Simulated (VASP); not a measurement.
# WS3 (Pm-3m) in VASP: notebook

WS3 is run at these levels: LDA; tasks: single point, relaxation of cell and atoms.

All numbers are computed with VASP 6.6.1; they aren't measurements. Logs are shortened: lines on timing, memory, paths and dates and some standing lists are left out, and cuts for length are marked.

### 1 The cell of the first run

Symmetry: Pm-3m, No. 221, cubic system. Conventional cell: a = 4.609 Å, b = 4.609 Å, c = 4.609 Å, α = 90.00°, β = 90.00°, γ = 90.00°. W (site symmetry m-3m) has 6 S at 2.30 Å within 3.0 Å. S (site symmetry 4/mmm) has 2 W at 2.30 Å within 3.0 Å.

### 2 Single point, LDA

INCAR

```
SYSTEM = WS3
PREC = Accurate
ENCUT = 520
EDIFF = 1E-6
ISMEAR = 0
SIGMA = 0.1
LREAL = .False.
LASPH = .True.
NELM = 100
ALGO = Normal
ISIF = 2
LWAVE = .False.
LCHARG = .False.
NBANDS = 24
```

KPOINTS

```
regular mesh
0
Gamma
  4 4 4
  0 0 0
```

POSCAR

```
WS3
1.0
    4.6087668414      0.0000000000      0.0000000000
    0.0000000000      4.6087668414      0.0000000000
    0.0000000000      0.0000000000      4.6087668414
W S
1 3
Direct
    0.0000000000      0.0000000000      0.0000000000
    0.0000000000      0.0000000000      0.5000000000
    0.0000000000      0.5000000000      0.0000000000
    0.5000000000      0.0000000000      0.0000000000
```

Potentials or basis: VASP PAW LDA potentials, release 64 (W_sv, S).

Launch:

```bash
> cat potpaw_LDA.64/W_sv/POTCAR potpaw_LDA.64/S/POTCAR > POTCAR
> mpirun -np 1 vasp_std > vasp.out
```

OUTCAR:

```text
SYSTEM = WS3
   PREC = Accurate
   ENCUT = 520
   EDIFF = 1E-6
   ISMEAR = 0
   LREAL = .False.
   LASPH = .True.
   NELM = 100
   ISIF = 2

 ion  position               nearest neighbor table
   1  0.000  0.000  0.000-   2 2.30   3 2.30   4 2.30   2 2.30   3 2.30   4 2.30
   2  0.000  0.000  0.500-   1 2.30   1 2.30
   3  0.000  0.500  0.000-   1 2.30   1 2.30
   4  0.500  0.000  0.000-   1 2.30   1 2.30

  LATTYP: Found a simple cubic cell.
 ALAT       =     4.6087668414

  Lattice vectors:

 A1 = (   4.6087668414,   0.0000000000,   0.0000000000)
 A2 = (   0.0000000000,   4.6087668414,   0.0000000000)
 A3 = (   0.0000000000,   0.0000000000,   4.6087668414)

Analysis of symmetry for initial positions (statically):
=====================================================================
 Subroutine PRICEL returns:
 Original cell was already a primitive cell.

 Routine SETGRP: Setting up the symmetry group for a
 simple cubic supercell.

 Subroutine GETGRP returns: Found 48 space group operations
 (whereof 48 operations were pure point group operations)
 out of a pool of 48 trial point group operations.

The static configuration has the point symmetry O_h .

Analysis of symmetry for dynamics (positions and initial velocities):
=====================================================================
 Subroutine PRICEL returns:
 Original cell was already a primitive cell.

 Routine SETGRP: Setting up the symmetry group for a
 simple cubic supercell.

 Subroutine GETGRP returns: Found 48 space group operations
 (whereof 48 operations were pure point group operations)
 out of a pool of 48 trial point group operations.

The dynamic configuration has the point symmetry O_h .

 Subroutine INISYM returns: Found 48 space group operations
 (whereof 48 operations are pure point group operations),
 and found     1 'primitive' translations

----------------------------------------------------------------------------------------

                                     Primitive cell

  volume of cell :      97.8936

  direct lattice vectors                    reciprocal lattice vectors
     4.608766841  0.000000000  0.000000000     0.216977780  0.000000000  0.000000000
     0.000000000  4.608766841  0.000000000     0.000000000  0.216977780  0.000000000
     0.000000000  0.000000000  4.608766841     0.000000000  0.000000000  0.216977780

  length of vectors
     4.608766841  4.608766841  4.608766841     0.216977780  0.216977780  0.216977780

  position of ions in fractional coordinates (direct lattice)
     0.000000000  0.000000000  0.000000000
     0.000000000  0.000000000  0.500000000
     0.000000000  0.500000000  0.000000000
     0.500000000  0.000000000  0.000000000

  ion indices of the primitive-cell ions
   primitive index   ion index
                 1           1
                 2           2
                 3           3
                 4           4

----------------------------------------------------------------------------------------

 KPOINTS: regular mesh

Automatic generation of k-mesh.
 Grid dimensions read from file:
 generate k-points for:    4    4    4

 Generating k-lattice:

  Cartesian coordinates                     Fractional coordinates (reciprocal lattice)
     0.054244445  0.000000000  0.000000000     0.250000000  0.000000000  0.000000000
     0.000000000  0.054244445  0.000000000     0.000000000  0.250000000  0.000000000
     0.000000000  0.000000000  0.054244445     0.000000000  0.000000000  0.250000000

  Length of vectors
     0.054244445  0.054244445  0.054244445

  Shift w.r.t. Gamma in fractional coordinates (k-lattice)
     0.000000000  0.000000000  0.000000000

 Subroutine IBZKPT returns following result:
 ===========================================

 Found     10 irreducible k-points:

 Following reciprocal coordinates:
            Coordinates               Weight
  0.000000  0.000000  0.000000      1.000000
  0.250000  0.000000  0.000000      6.000000
  0.500000  0.000000  0.000000      3.000000
  0.250000  0.250000  0.000000     12.000000
  0.500000  0.250000  0.000000     12.000000
  0.500000  0.500000  0.000000      3.000000
  0.250000  0.250000  0.250000      8.000000
  0.500000  0.250000  0.250000     12.000000
  0.500000  0.500000  0.250000      6.000000
  0.500000  0.500000  0.500000      1.000000
   k-points           NKPTS =     10   k-points in BZ     NKDIM =     10   number of bands    NBANDS=     24
   number of dos      NEDOS =    301   number of ions     NIONS =      4
   total plane-waves  NPLWV =  46656
   dimension x,y,z NGX =    36 NGY =   36 NGZ =   36
   dimension x,y,z NGXF=    72 NGYF=   72 NGZF=   72
   ions per type =               1   3
   NGX,Y,Z   is equivalent  to a cutoff of  12.99, 12.99, 12.99 a.u.
   NGXF,Y,Z  is equivalent  to a cutoff of  25.97, 25.97, 25.97 a.u.
 SYSTEM =  WS3
   PREC   = accura    normal or accurate (medium, high low for compatibility)
[... 40 lines left out ...]
 Gauss-broadening in eV      SIGMA  =   0.10
  energy-cutoff  :      520.00
  volume of cell :       97.89
 maximum number of plane-waves:      2666
 NGX is ok and might be reduce to    36
   NGX = 17   NGY = 17   NGZ = 17

 number of electron      31.9999995 magnetization

 Free energy of the ion-electron system (eV)
  ---------------------------------------------------
  ext. energy  EPLUGINS =         0.00000000
  ---------------------------------------------------
  free energy    TOTEN  =       -28.28552528 eV

  energy without entropy =      -28.28552528  energy(sigma->0) =      -28.28552528

 E-fermi :   3.2031     XC(G=0):  -9.2025

 val. band max:        2.8135825997   @ k =   0.5000   0.2500   0.2500
 cond. band min:       3.5843201130   @ k =   0.5000   0.5000   0.0000
 fundamental gap:      0.7707375132
 Fermi energy:         3.2030654511

 k-point     1 :       0.0000    0.0000    0.0000
  band No.  band energies     occupation
      1     -71.6541      2.00000
      2     -36.1421      2.00000
      3     -36.1421      2.00000
      4     -36.1421      2.00000
      5     -11.0188      2.00000
      6      -9.3480      2.00000
[... 16 lines left out ...]
     23       9.2340      0.00000
     24      10.3670      0.00000

 k-point     2 :       0.2500    0.0000    0.0000
  band No.  band energies     occupation
      1     -71.6541      2.00000
      2     -36.1466      2.00000
      3     -36.1420      2.00000
      4     -36.1420      2.00000
      5     -10.7747      2.00000
      6      -9.3332      2.00000
[... 16 lines left out ...]
     23      10.3001      0.00000
     24      11.0994      0.00000

 k-point     3 :       0.5000    0.0000    0.0000
  band No.  band energies     occupation
      1     -71.6540      2.00000
      2     -36.1511      2.00000
      3     -36.1419      2.00000
      4     -36.1419      2.00000
      5     -10.5256      2.00000
      6      -9.3182      2.00000
[... 16 lines left out ...]
     23      10.1737      0.00000
     24      12.7341      0.00000

 k-point     4 :       0.2500    0.2500    0.0000
  band No.  band energies     occupation
      1     -71.6540      2.00000
      2     -36.1465      2.00000
      3     -36.1465      2.00000
      4     -36.1419      2.00000
      5     -10.5057      2.00000
      6      -9.2515      2.00000
[... 16 lines left out ...]
     23      11.3719      0.00000
     24      11.3877      0.00000

 k-point     5 :       0.5000    0.2500    0.0000
  band No.  band energies     occupation
      1     -71.6540      2.00000
      2     -36.1510      2.00000
      3     -36.1464      2.00000
      4     -36.1418      2.00000
      5     -10.2344      2.00000
      6      -9.2074      2.00000
[... 73 lines left out ...]
 k-point     8 :       0.5000    0.2500    0.2500
  band No.  band energies     occupation
      1     -71.6539      2.00000
      2     -36.1509      2.00000
      3     -36.1463      2.00000
      4     -36.1463      2.00000
      5      -9.8720      2.00000
      6      -9.1385      2.00000
[... 16 lines left out ...]
     23      11.5393      0.00000
     24      12.1142      0.00000

 k-point     9 :       0.5000    0.5000    0.2500
  band No.  band energies     occupation
      1     -71.6539      2.00000
      2     -36.1508      2.00000
      3     -36.1508      2.00000
      4     -36.1462      2.00000
      5      -9.5124      2.00000
      6      -8.9543      2.00000
[... 16 lines left out ...]
     23      11.0508      0.00000
     24      11.4841      0.00000

 k-point    10 :       0.5000    0.5000    0.5000
  band No.  band energies     occupation
      1     -71.6538      2.00000
      2     -36.1507      2.00000
      3     -36.1507      2.00000
      4     -36.1507      2.00000
      5      -8.9210      2.00000
      6      -8.9210      2.00000
[... 16 lines left out ...]
     23      10.2261      0.00000
     24      12.4541      0.00000

------------------------ aborting loop because EDIFF is reached ----------------------------------------

  FORCE on cell =-STRESS in cart. coord.  units (eV):
  Direction    XX          YY          ZZ          XY          YZ          ZX
  --------------------------------------------------------------------------------------
  -------------------------------------------------------------------------------------
  Total        0.0871657      0.0871657      0.0871657      0.0000000     -0.0000000      0.0000000
  in kB        1.4265994      1.4265994      1.4265994      0.0000000     -0.0000000      0.0000000
  external PRESSURE =       1.4265994 kB  Pullay stress =       0.0000000 kB

 VOLUME and BASIS-vectors are now :
 -----------------------------------------------------------------------------
  energy-cutoff  :      520.00
  volume of cell :       97.89
      direct lattice vectors                 reciprocal lattice vectors
     4.608766841  0.000000000  0.000000000     0.216977780  0.000000000  0.000000000
     0.000000000  4.608766841  0.000000000     0.000000000  0.216977780  0.000000000
     0.000000000  0.000000000  4.608766841     0.000000000  0.000000000  0.216977780

 POSITION                                       TOTAL-FORCE (eV/Angst)
 -----------------------------------------------------------------------------------
      0.00000      0.00000      0.00000         0.000000      0.000000      0.000000
      0.00000      0.00000      2.30438         0.000000      0.000000      0.000000
      0.00000      2.30438      0.00000         0.000000      0.000000      0.000000
      2.30438      0.00000      0.00000         0.000000      0.000000      0.000000
 -----------------------------------------------------------------------------------
    total drift:                                0.000000     -0.000000     -0.000000

  FREE ENERGIE OF THE ION-ELECTRON SYSTEM (eV)
  ---------------------------------------------------
  free  energy   TOTEN  =       -28.2855252825 eV

  energy  without entropy=      -28.2855252771  energy(sigma->0) =      -28.28552528
```

Run time: 39 s. Hardware: 1 thread of Intel Xeon 8259CL, shared host; peak memory 0.18 GiB.

Results:

```yaml
Free_energy: -28.2855 eV
Pressure: 0.1 GPa
Band_gap_on_the_k_mesh: zero (bands 16 and 17 overlap by 1.19 eV)
```

Levels at points of the mesh, in eV from the Fermi level:
| k point | band 13 | band 14 | band 15 | band 16 | band 17 | band 18 | band 19 | band 20 |
| --- | --- | --- | --- | --- | --- | --- | --- | --- |
| (0.00, 0.00, 0.00) | -1.82 | -1.20 | -1.20 | -1.20 | -0.54 | -0.54 | -0.54 | 1.07 |
| (0.50, 0.00, 0.00) | -2.55 | -1.78 | -1.68 | -0.75 | -0.75 | 1.11 | 1.89 | 1.89 |
| (0.50, 0.50, 0.00) | -3.01 | -2.08 | -2.08 | 0.38 | 1.91 | 1.91 | 1.91 | 2.08 |
| (0.50, 0.50, 0.50) | -5.28 | 0.40 | 0.40 | 0.40 | 2.16 | 2.16 | 2.16 | 4.20 |

Caveat: spin-orbit coupling is left out, which moves the levels of the heavy elements.

### 3 Relaxation of cell and atoms, LDA

This run uses another cell than the first one, of 27.58 Å³/atom.

INCAR

```
SYSTEM = WS3
PREC     = Accurate       ! precision mode
ENCUT    = 600            ! plane-wave cutoff, eV
EDIFF    = 1E-6           ! SCF threshold, eV
ISMEAR   = 0              ! smearing method
SIGMA    = 0.1            ! smearing width, eV
LREAL    = .FALSE.        ! projectors in reciprocal space
LASPH    = .TRUE.         ! aspherical terms in the spheres
NELM     = 80             ! most SCF steps
ALGO     = Normal         ! electronic algorithm
ISIF     = 3              ! what is computed and relaxed
LWAVE    = .FALSE.        ! write WAVECAR
LCHARG   = .FALSE.        ! write CHGCAR
IBRION   = 2              ! ionic algorithm
NSW      = 100            ! ionic steps
EDIFFG   = -0.05          ! ionic threshold
```

KPOINTS

```
Automatic mesh
0
G
  4 4 4
  0 0 0
```

POSCAR

```
WS3
1.0
    4.7958179850      0.0000000000      0.0000000000
    0.0000000000      4.7958179850      0.0000000000
    0.0000000000      0.0000000000      4.7958179850
W S
1 3
Direct
    0.0000000000      0.0000000000      0.0000000000
    0.0000000000      0.0000000000      0.5000000000
    0.0000000000      0.5000000000      0.0000000000
    0.5000000000      0.0000000000      0.0000000000
```

Potentials or basis: VASP PAW LDA potentials, release 64 (W_sv, S).

Launch:

```bash
> cat potpaw_LDA.64/W_sv/POTCAR potpaw_LDA.64/S/POTCAR > POTCAR
> mpirun -np 1 vasp_std > vasp.out
```

Run time: 2.6 min. Hardware: 1 thread of Intel Xeon 8259CL, shared host; peak memory 0.22 GiB.

It converged, with:

| Quantity | Value |
| --- | --- |
| Free energy | -28.2871 eV |
| Relaxed volume | 24.53 Å³/atom |
| Relaxed cell | a = 4.612 Å, b = 4.612 Å, c = 4.612 Å, α = 90.00°, β = 90.00°, γ = 90.00° |
| Space group after relaxing (to 0.1 Å) | Pm-3m (No. 221) |
| Energy gained by relaxing | 104.8 meV/atom |
| Ionic steps | 4 |
| Pressure after relaxing | -0.1 GPa |
| Band gap on the k mesh | zero (bands 16 and 17 overlap by 1.19 eV) |

The path:
| step | energy change (eV) | largest force (eV/Å) | pressure (GPa) | volume (Å³) |
| --- | --- | --- | --- | --- |
| 1 | 0.0000 | 0.0000 | -9.85 | 110.30 |
| 2 | 0.2897 | 0.0000 | 20.27 | 85.40 |
| 3 | -0.4188 | 0.0000 | -0.41 | 98.42 |
| 4 | -0.4192 | 0.0000 | -0.07 | 98.11 |

Final structure:
```cif
data_structure
_symmetry_space_group_name_H-M 'P 1'
_symmetry_Int_Tables_number 1
_cell_length_a 4.6122
_cell_length_b 4.6122
_cell_length_c 4.6122
_cell_angle_alpha 90.000
_cell_angle_beta 90.000
_cell_angle_gamma 90.000
_cell_volume 98.11
loop_
_atom_site_label
_atom_site_type_symbol
_atom_site_fract_x
_atom_site_fract_y
_atom_site_fract_z
_atom_site_occupancy
W1 W 0.00000 0.00000 0.00000 1
S1 S 0.00000 0.00000 0.50000 1
S2 S 0.00000 0.50000 0.00000 1
S3 S 0.50000 0.00000 0.00000 1
```

Levels at points of the mesh, in eV from the Fermi level:
| k point | band 13 | band 14 | band 15 | band 16 | band 17 | band 18 | band 19 | band 20 |
| --- | --- | --- | --- | --- | --- | --- | --- | --- |
| (0.00, 0.00, 0.00) | -1.82 | -1.19 | -1.19 | -1.19 | -0.54 | -0.54 | -0.54 | 1.06 |
| (0.50, 0.00, 0.00) | -2.55 | -1.78 | -1.67 | -0.75 | -0.75 | 1.10 | 1.88 | 1.88 |
| (0.50, 0.50, 0.00) | -3.01 | -2.07 | -2.07 | 0.38 | 1.90 | 1.90 | 1.90 | 2.07 |
| (0.50, 0.50, 0.50) | -5.26 | 0.40 | 0.40 | 0.40 | 2.16 | 2.16 | 2.16 | 4.21 |

Caveat: spin-orbit coupling is left out, which moves the levels of the heavy elements.

### 4 Single point, LDA

INCAR

```
PREC = Accurate
ENCUT = 520
EDIFF = 1E-6
ISMEAR = 0
SIGMA = 0.1
LREAL = F
LASPH = T
NELM = 60
ALGO = Normal
ISIF = 2
LWAVE = F
LCHARG = F
NBANDS = 24
```

KPOINTS

```
Automatic mesh
0
Gamma
  10 10 10
```

POSCAR

```
WS3
1.0
    4.6087668414      0.0000000000      0.0000000000
    0.0000000000      4.6087668414      0.0000000000
    0.0000000000      0.0000000000      4.6087668414
W S
1 3
Direct
    0.0000000000      0.0000000000      0.0000000000
    0.0000000000      0.0000000000      0.5000000000
    0.0000000000      0.5000000000      0.0000000000
    0.5000000000      0.0000000000      0.0000000000
```

Launch:

```bash
> cat potpaw_LDA.64/W_sv/POTCAR potpaw_LDA.64/S/POTCAR > POTCAR
> mpirun -np 1 vasp_std > vasp.out
```

Run time: 3.6 min. Hardware: 1 thread of Intel Xeon 8259CL, shared host; peak memory 0.25 GiB.

Results (log left out):

```
Free energy            : -28.2523 eV
Pressure               : 0.2 GPa
Band gap on the k mesh : zero (bands 16 and 17 overlap by 1.31 eV)
```

Levels at points of the mesh, in eV from the Fermi level:
| k point | band 12 | band 13 | band 14 | band 15 | band 16 | band 17 | band 18 | band 19 | band 20 | band 21 |
| --- | --- | --- | --- | --- | --- | --- | --- | --- | --- | --- |
| (0.00, 0.00, 0.00) | -1.71 | -1.71 | -1.18 | -1.18 | -1.18 | -0.51 | -0.51 | -0.51 | 1.19 | 1.19 |
| (0.50, 0.00, 0.00) | -3.64 | -2.54 | -1.67 | -1.66 | -0.73 | -0.73 | 1.23 | 1.97 | 1.97 | 2.90 |
| (0.50, 0.50, 0.00) | -3.74 | -2.96 | -2.06 | -2.06 | 0.39 | 1.99 | 1.99 | 2.02 | 2.19 | 7.01 |
| (0.50, 0.50, 0.50) | -5.23 | -5.23 | 0.42 | 0.42 | 0.42 | 2.28 | 2.28 | 2.28 | 4.23 | 7.07 |

Caveat: spin-orbit coupling is left out, which moves the levels of the heavy elements.

### 5 Relaxation of cell and atoms, LDA

INCAR

```
ALGO     = Normal         # electronic algorithm
EDIFF    = 1E-6           # SCF threshold, eV
EDIFFG   = -0.005         # ionic threshold
ENCUT    = 600            # plane-wave cutoff, eV
GGA      = CA             # functional
IBRION   = 2              # ionic algorithm
ISIF     = 3              # what is computed and relaxed
ISMEAR   = 0              # smearing method
LASPH    = True           # aspherical terms in the spheres
LCHARG   = False          # write CHGCAR
LREAL    = False          # projectors in reciprocal space
LWAVE    = False          # write WAVECAR
NELM     = 60             # most SCF steps
NSW      = 100            # ionic steps
PREC     = Accurate       # precision mode
SIGMA    = 0.1            # smearing width, eV
```

KPOINTS

```
k-points
0
Gamma
  10 10 10
```

POSCAR is that of step 4.

Launch:

```bash
> cat potpaw_LDA.64/W_sv/POTCAR potpaw_LDA.64/S/POTCAR > POTCAR
> mpirun -np 1 vasp_std > vasp.out
```

Run time: 7.2 min. Hardware: 1 thread of Intel Xeon 8259CL, shared host; peak memory 0.29 GiB.

The run converged. Its results:

* Free energy: -28.2533 eV
* Relaxed volume: 24.52 Å³/atom
* Relaxed cell: a = 4.612 Å, b = 4.612 Å, c = 4.612 Å, α = 90.00°, β = 90.00°, γ = 90.00°
* Space group after relaxing (to 0.1 Å): Pm-3m (No. 221)
* Energy gained by relaxing: 0.0 meV/atom
* Ionic steps: 3
* Pressure after relaxing: 0.0 GPa
* Band gap on the k mesh: zero (bands 16 and 17 overlap by 1.31 eV)

The path:
| step | energy change (eV) | largest force (eV/Å) | pressure (GPa) | volume (Å³) |
| --- | --- | --- | --- | --- |
| 1 | 0.0000 | 0.0000 | 0.22 | 97.89 |
| 2 | 0.0001 | 0.0000 | -0.31 | 98.36 |
| 3 | -0.0001 | 0.0000 | -0.01 | 98.09 |

Final structure:
```yaml
crystal:
  lattice:
    - [4.61182, 0.00000, 0.00000]
    - [0.00000, 4.61182, 0.00000]
    - [0.00000, 0.00000, 4.61182]
  atoms:
    - { symbol: W, position: [0.00000, 0.00000, 0.00000] }
    - { symbol: S, position: [0.00000, 0.00000, 0.50000] }
    - { symbol: S, position: [0.00000, 0.50000, 0.00000] }
    - { symbol: S, position: [0.50000, 0.00000, 0.00000] }
```

Levels at points of the mesh, in eV from the Fermi level:
| k point | band 12 | band 13 | band 14 | band 15 | band 16 | band 17 | band 18 | band 19 | band 20 |
| --- | --- | --- | --- | --- | --- | --- | --- | --- | --- |
| (0.00, 0.00, 0.00) | -1.70 | -1.70 | -1.18 | -1.18 | -1.18 | -0.51 | -0.51 | -0.51 | 1.18 |
| (0.50, 0.00, 0.00) | -3.63 | -2.53 | -1.66 | -1.65 | -0.73 | -0.73 | 1.22 | 1.97 | 1.97 |
| (0.50, 0.50, 0.00) | -3.73 | -2.96 | -2.05 | -2.05 | 0.39 | 1.99 | 1.99 | 2.01 | 2.19 |
| (0.50, 0.50, 0.50) | -5.22 | -5.22 | 0.41 | 0.41 | 0.41 | 2.27 | 2.27 | 2.27 | 4.24 |

Caveat: spin-orbit coupling is left out, which moves the levels of the heavy elements.

### 6 Overview

```tsv
task	cell	k mesh	cutoff (eV)	gap on the mesh (eV)	pressure (GPa)	relaxed volume (Å³/atom)
single point	a = 4.609 Å, 4 atoms	4 × 4 × 4	520	none	0.1	-
relaxation of cell and atoms	relaxed from a = 4.796 Å, 4 atoms	4 × 4 × 4	600	none	-0.1	24.53
single point	a = 4.609 Å, 4 atoms	10 × 10 × 10	520	none	0.2	-
relaxation of cell and atoms	relaxed from a = 4.609 Å, 4 atoms	10 × 10 × 10	600	none	0.0	24.52
```

Alike in all rows: level LDA; potentials or basis VASP PAW LDA potentials, release 64 (W_sv, S); no spin polarisation; smearing gaussian 0.1 eV.

Caveats: spin-orbit coupling is left out, which moves the levels of the heavy elements.

Absolute energies hang on the potentials; compare differences alone.

The gap in the log of VASP goes by the Fermi energy; the results here count the filled bands.